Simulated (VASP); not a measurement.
Input of a VASP 6.6.1 run:

The input INCAR:

```
SYSTEM = C
  ALGO = Normal
  EDIFF = 1E-6
  ENCUT = 1300
  GGA = PS
  GGA_COMPAT = .FALSE.
  ISIF = 2
  ISMEAR = -1
  LASPH = .TRUE.
  LCHARG = .FALSE.
  LREAL = .FALSE.
  LWAVE = .FALSE.
  NBANDS = 16
  NELM = 120
  PREC = Accurate
  SIGMA = 0.05
```

KPOINTS

```
k-points
0
G
  13 13 7
  0 0 0
```

The input POSCAR:

```
C
1.0
    2.4988818069      0.0000000000      0.0000000000
   -1.2494409034      2.1640951258      0.0000000000
    0.0000000000      0.0000000000      4.1607094855
C
4
Direct
    0.3333333333      0.6666666667      0.0627973083
    0.6666666667      0.3333333333      0.5627973083
    0.3333333333      0.6666666667      0.4372026917
    0.6666666667      0.3333333333      0.9372026917
```

Potentials or basis: VASP PAW PBE potentials, release 64 (C_h).

The run is started by

```console
$ cat potpaw_PBE.64/C_h/POTCAR > POTCAR
$ mpirun -np 1 vasp_std > vasp.out
```

Q: Predict the pressure.

A: 0.1 GPa.

Q: Estimate the band gap on the k mesh.

A: 3.18 eV (least direct gap 4.93 eV).

Caveat: the PAW data sets were made with another functional, which shifts forces and pressure a little. A k mesh can miss the band edges.
